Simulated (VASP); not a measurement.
# PbS (Fm-3m) in VASP: a series of runs

PbS is run at these levels: PBE0, PBE; tasks: single point.

Everything below comes from runs of VASP 6.6.1. Logs are shortened: lines on timing, memory, paths and dates and some standing lists are left out, and cuts for length are marked.

## (1) The cell of the first run

It takes space group Fm-3m (No. 225, cubic). Conventional cell: a = 5.976 Å, b = 5.976 Å, c = 5.976 Å, α = 90.00°, β = 90.00°, γ = 90.00°. Within 3.9 Å of Pb (site symmetry m-3m) lie 6 S at 2.99 Å. Within 3.9 Å of S (site symmetry m-3m) lie 6 Pb at 2.99 Å.

## (2) Single point, PBE0

POSCAR reads:

```
PbS
1.0
    0.0000000000      2.9879320000      2.9879320000
    2.9879320000      0.0000000000      2.9879320000
    2.9879320000      2.9879320000      0.0000000000
Pb S
1 1
Direct
    0.0000000000      0.0000000000      0.0000000000
    0.5000000000      0.5000000000      0.5000000000
```

INCAR.step1 reads:

```
  PREC = Accurate
  ENCUT = 400
  EDIFF = 1E-5
  ISMEAR = -1
  SIGMA = 0.1
  LREAL = False
  LASPH = True
  NELM = 120
  ALGO = Normal
  ISIF = 2
  LWAVE = True
  LCHARG = False
  GGA = PE
  NBANDS = 17
  GGA_COMPAT = False
```

INCAR.step2 reads:

```
  PREC = Accurate
  ENCUT = 400
  EDIFF = 1E-6
  ISMEAR = -1
  SIGMA = 0.1
  LREAL = False
  LASPH = True
  NELM = 120
  ALGO = Normal
  ISIF = 2
  LWAVE = False
  LCHARG = False
  GGA = PE
  LHFCALC = True
  AEXX = 0.25
  PRECFOCK = Normal
  ISTART = 1
  NBANDS = 17
  GGA_COMPAT = False
```

KPOINTS reads:

```
regular mesh
0
Gamma
  3 3 3
```

Potentials or basis: VASP PAW PBE potentials, release 64 (Pb_d, S).

The run is started by

```
$ cat potpaw_PBE.64/Pb_d/POTCAR potpaw_PBE.64/S/POTCAR > POTCAR
$ cp INCAR.step1 INCAR
$ mpirun -np 1 vasp_std > vasp.out
$ cp INCAR.step2 INCAR
$ mpirun -np 1 vasp_std > vasp.out
```

OUTCAR:

```text
PREC = Accurate
   ENCUT = 400
   EDIFF = 1E-6
   ISMEAR = -1
   LREAL = False
   LASPH = True
   NELM = 120
   ISIF = 2
   GGA = PE
   LHFCALC = True
   AEXX = 0.25
   PRECFOCK = Normal
   ISTART = 1

 ion  position               nearest neighbor table
   1  0.000  0.000  0.000-   2 2.99   2 2.99   2 2.99   2 2.99   2 2.99   2 2.99
   2  0.500  0.500  0.500-   1 2.99   1 2.99   1 2.99   1 2.99   1 2.99   1 2.99

  LATTYP: Found a face centered cubic cell.
 ALAT       =     5.9758640000

  Lattice vectors:

 A1 = (   0.0000000000,   2.9879320000,   2.9879320000)
 A2 = (   2.9879320000,   0.0000000000,   2.9879320000)
 A3 = (   2.9879320000,   2.9879320000,   0.0000000000)

Analysis of symmetry for initial positions (statically):
=====================================================================
 Subroutine PRICEL returns:
 Original cell was already a primitive cell.

 Routine SETGRP: Setting up the symmetry group for a
 face centered cubic supercell.

 Subroutine GETGRP returns: Found 48 space group operations
 (whereof 48 operations were pure point group operations)
 out of a pool of 48 trial point group operations.

The static configuration has the point symmetry O_h .

Analysis of symmetry for dynamics (positions and initial velocities):
=====================================================================
 Subroutine PRICEL returns:
 Original cell was already a primitive cell.

 Routine SETGRP: Setting up the symmetry group for a
 face centered cubic supercell.

 Subroutine GETGRP returns: Found 48 space group operations
 (whereof 48 operations were pure point group operations)
 out of a pool of 48 trial point group operations.

The dynamic configuration has the point symmetry O_h .

 Subroutine INISYM returns: Found 48 space group operations
 (whereof 48 operations are pure point group operations),
 and found     1 'primitive' translations

----------------------------------------------------------------------------------------

                                     Primitive cell

  volume of cell :      53.3509

[... 66 lines left out ...]
   NELM   =    120;   NELMIN=  2; NELMDL=  0     # of ELM steps
   EDIFF  = 0.1E-05   stopping-criterion for ELM
   LREAL  =      F    real-space projection
   EDIFFG = 0.1E-04   stopping-criterion for IOM
   NSW    =      0    number of steps for IOM
   IBRION =     -1    ionic relax: 0-MD 1-quasi-New 2-CG
   NFREE  =      0    steps in history (QN), initial steepest desc. (CG)
   ISIF   =      2    stress and relaxation
   ISYM   =      3    0-nonsym 1-usesym 2-fastsym
   POTIM  = 0.5000    time-step for ionic-motion
   TEBEG  =    0.0;   TEEND  =   0.0 temperature during run
   PSTRESS=    0.0 pullay stress
   NELECT =      20.0000    total number of electrons
   NUPDOWN=      -1.0000    fix difference up-down
   EMIN   =  10.00;   EMAX   =-10.00  energy-range for DOS
   EFERMI =   0.00;   METHOD = LEGACY
   ISMEAR =    -1;   SIGMA  =   0.10  broadening in eV -4-tet -1-fermi 0-gaus
   EFERMI_NEDOS =   21; number of points for ismear=-14 and -15
   IALGO  =     38    algorithm
   IMIX   =      1    mixing-type and parameters
     AMIX     =   0.40;   BMIX     =  1.00
     AMIX_MAG =   1.60;   BMIX_MAG =  1.00
  volume/ion in A,a.u.               =      26.68       180.01
  Fermi-wavevector in a.u.,A,eV,Ry     =   1.180422  2.230675 18.958319  1.393397
  Thomas-Fermi vector in A             =   2.316715
   LORBIT       =      0    0 simple, 1 ext, 2 COOP (PROOUT), +10 PAW based schemes
   GGA     = PE    functional components
   LHFCALC =     T    Hartree Fock is set to
   PRECFOCK=normal    Normal, Fast or Accurate (Low or Medium for compatibility)
   ENCUT4O =  -1.0   cutoff for four orbital integrals eV
   NKREDX  =     1    reduce k-point grid by
   NKREDY  =     1    reduce k-point grid by
   NKREDZ  =     1    reduce k-point grid by
   AEXX    =    0.2500 exact exchange contribution
   HFSCREEN=    0.0000 screening length (either q_TF or 0.3 A-1)
   HFSCREENC=   0.0000 screening length for correlation (either q_TF or 0.3 A-1)
   ENCUTFOCK=  -1.0 apply spherical cutoff to Coloumb kernel
   IVDW    =     0    specifies the selected vdW correction
   LEPSILON=     F    determine dielectric tensor
   LRPA    =     F    only Hartree local field effects (RPA)
 non-spin polarized calculation
  energy-cutoff  :      400.00
  volume of cell :       53.35
 maximum number of plane-waves:       981
  NGX = 24; NGY = 24; NGZ = 24

 number of electron      19.9999992 magnetization

 Free energy of the ion-electron system (eV)
  ---------------------------------------------------
  ext. energy  EPLUGINS =         0.00000000
  ---------------------------------------------------
  free energy    TOTEN  =       -11.64156310 eV

  energy without entropy =      -11.64156303  energy(sigma->0) =      -11.64156306

 E-fermi :   5.8073     XC(G=0):  -7.5929

 val. band max:        4.0704075075   @ k =   0.3333   0.0000   0.0000
 cond. band min:       7.5442576900   @ k =   0.3333   0.0000   0.0000
 fundamental gap:      3.4738501825
 Fermi energy:         5.8073499963

 k-point     1 :       0.0000    0.0000    0.0000
  band No.  band energies     occupation
      1     -13.7493      2.00000
      2     -13.7493      2.00000
      3     -13.7493      2.00000
      4     -13.7456      2.00000
      5     -13.7456      2.00000
      6     -10.1653      2.00000
[... 57 lines left out ...]
      4     -13.7189      2.00000
      5     -13.7061      2.00000
      6      -8.5661      2.00000
[... 9 lines left out ...]
     16      16.6695      0.00000
     17      18.4666      0.00000

------------------------ aborting loop because EDIFF is reached ----------------------------------------

  FORCE on cell =-STRESS in cart. coord.  units (eV):
  Direction    XX          YY          ZZ          XY          YZ          ZX
  --------------------------------------------------------------------------------------
  -------------------------------------------------------------------------------------
  Total       -0.5400899     -0.5400899     -0.5400899     -0.0000000     -0.0000000     -0.0000000
  in kB      -16.2193887    -16.2193887    -16.2193887     -0.0000000     -0.0000000     -0.0000000
  external PRESSURE =     -16.2193887 kB  Pullay stress =       0.0000000 kB

 VOLUME and BASIS-vectors are now :
 -----------------------------------------------------------------------------
  energy-cutoff  :      400.00
  volume of cell :       53.35
      direct lattice vectors                 reciprocal lattice vectors
     0.000000000  2.987932000  2.987932000    -0.167339819  0.167339819  0.167339819
     2.987932000  0.000000000  2.987932000     0.167339819 -0.167339819  0.167339819
     2.987932000  2.987932000  0.000000000     0.167339819  0.167339819 -0.167339819

 POSITION                                       TOTAL-FORCE (eV/Angst)
 -----------------------------------------------------------------------------------
      0.00000      0.00000      0.00000         0.000000     -0.000000      0.000000
      2.98793      2.98793      2.98793        -0.000000      0.000000     -0.000000
 -----------------------------------------------------------------------------------
    total drift:                                0.000000     -0.000000      0.000000

  FREE ENERGIE OF THE ION-ELECTRON SYSTEM (eV)
  ---------------------------------------------------
  free  energy   TOTEN  =       -11.6415630954 eV

  energy  without entropy=      -11.6415630331  energy(sigma->0) =      -11.64156306
```

It took 3.4 min on 1 thread of AMD EPYC 7R13, shared host; peak memory 0.14 GiB.

Results:

```yaml
Free_energy: -11.6416 eV
Pressure: -1.6 GPa
```

Caveat: the k points lie up to 0.61 Å⁻¹ apart; this odd mesh misses L, where the gap lies, so gap, dielectric constants and Born charges aren't listed; the PAW data sets were made with another functional, which shifts forces and pressure a little; spin-orbit coupling is left out, which moves the levels of the heavy elements.

## (3) Single point, PBE

INCAR reads:

```
PREC = Accurate ; ENCUT = 500
EDIFF = 1E-6 ; ISMEAR = -1
SIGMA = 0.1 ; LREAL = F
LASPH = T ; NELM = 120
ALGO = Normal ; ISIF = 2
LWAVE = F ; LCHARG = F
GGA = PE ; NBANDS = 17
GGA_COMPAT = F
```

KPOINTS reads:

```
Automatic mesh
0
Gamma
  7 7 7
```

POSCAR is that of step 2.

Potentials or basis: VASP PAW PBE potentials, release 64 (Pb_d, S).

The run is started by

```
$ cat potpaw_PBE.64/Pb_d/POTCAR potpaw_PBE.64/S/POTCAR > POTCAR
$ mpirun -np 1 vasp_std > vasp.out
```

OUTCAR:

```text
PREC = Accurate
   ENCUT = 500
   EDIFF = 1E-6
   ISMEAR = -1
   LREAL = F
   LASPH = T
   NELM = 120
   ISIF = 2
   GGA = PE

 ion  position               nearest neighbor table
   1  0.000  0.000  0.000-   2 2.99   2 2.99   2 2.99   2 2.99   2 2.99   2 2.99
   2  0.500  0.500  0.500-   1 2.99   1 2.99   1 2.99   1 2.99   1 2.99   1 2.99

  LATTYP: Found a face centered cubic cell.
 ALAT       =     5.9758640000

  Lattice vectors:

 A1 = (   0.0000000000,   2.9879320000,   2.9879320000)
[... 577 lines left out ...]

------------------------ aborting loop because EDIFF is reached ----------------------------------------

  FORCE on cell =-STRESS in cart. coord.  units (eV):
  Direction    XX          YY          ZZ          XY          YZ          ZX
  --------------------------------------------------------------------------------------
  -------------------------------------------------------------------------------------
  Total        0.2582284      0.2582284      0.2582284      0.0000000      0.0000000     -0.0000000
  in kB        7.7548324      7.7548324      7.7548324      0.0000000      0.0000000     -0.0000000
  external PRESSURE =       7.7548324 kB  Pullay stress =       0.0000000 kB

 VOLUME and BASIS-vectors are now :
 -----------------------------------------------------------------------------
  energy-cutoff  :      500.00
  volume of cell :       53.35
      direct lattice vectors                 reciprocal lattice vectors
     0.000000000  2.987932000  2.987932000    -0.167339819  0.167339819  0.167339819
     2.987932000  0.000000000  2.987932000     0.167339819 -0.167339819  0.167339819
     2.987932000  2.987932000  0.000000000     0.167339819  0.167339819 -0.167339819

 POSITION                                       TOTAL-FORCE (eV/Angst)
 -----------------------------------------------------------------------------------
      0.00000      0.00000      0.00000         0.000000     -0.000000      0.000000
      2.98793      2.98793      2.98793        -0.000000      0.000000     -0.000000
 -----------------------------------------------------------------------------------
    total drift:                                0.000000     -0.000000     -0.000000

  FREE ENERGIE OF THE ION-ELECTRON SYSTEM (eV)
  ---------------------------------------------------
  free  energy   TOTEN  =        -8.7689319465 eV

  energy  without entropy=       -8.7684378557  energy(sigma->0) =       -8.76868490
```

It took 32 s on 1 thread of Intel Xeon 8259CL, shared host; peak memory 0.18 GiB.

Results:

```
Free energy : -8.7689 eV
Pressure    : 0.8 GPa
```

Levels at points of the mesh, in eV from the Fermi level:
```
           k point  band 7  band 8  band 9  band 10  band 11  band 12  band 13  band 14
(0.00, 0.00, 0.00)   -6.32   -2.31   -2.31    -2.31     4.90     4.90     4.90     6.54
```

Caveat: this odd mesh misses L, where the gap lies, so gap, dielectric constants and Born charges aren't listed; spin-orbit coupling is left out, which moves the levels of the heavy elements.
